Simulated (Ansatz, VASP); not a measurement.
# Na6InSn2: VASP beside Ansatz

```
CELL_PARAMETERS angstrom
0.00000 5.56016 0.00000
5.11846 -2.78008 0.00000
1.32856 0.00000 -9.37013
ATOMIC_POSITIONS crystal
Sn 0.14474 0.28948 0.75097
Sn 0.85526 0.71052 0.24903
In 0.00000 0.00000 0.00000
Na 0.47030 0.94060 0.72470
Na 0.52970 0.05940 0.27530
Na 0.29260 0.58520 0.07050
Na 0.70740 0.41480 0.92950
Na 0.17360 0.34720 0.40920
Na 0.82640 0.65280 0.59080
```

Alike in both runs: task single point; functional PBE; k mesh 4 × 4 × 2; no spin polarisation.

|  | VASP | Ansatz |
| --- | --- | --- |
| version | VASP 6.6.1 | Ansatz 0.2.0 |
| potentials or method | VASP PAW PBE potentials, release 64 (Sn_d, In_d, Na_pv), cutoff 520 eV | PAW plane waves |
| occupations | fermi-dirac, width 0.1 eV | fermi-dirac |
| valence electrons in the cell | 83 | 95 |

Ansatz gave:

- gap on the k mesh at the Fermi level (eV): none
- pressure (GPa): 1.7
- traceless stress, the component that is largest in VASP (GPa): 2.26
- rms of the force components (eV/Å): 0.413

Problem. Which values does VASP return?

Solution. gap on the k mesh at the Fermi level (eV): none; pressure (GPa): 1.7; traceless stress, the component that is largest in VASP (GPa): 2.26; rms of the force components (eV/Å): 0.414.

Atom by atom the forces differ by 0.001 eV/Å (rms over components). A gap of «none» marks a metal or a gap that the smearing closes. VASP's potentials hold 83 valence electrons a cell and Ansatz's 95, so a difference there can come from the potentials and not from the codes.
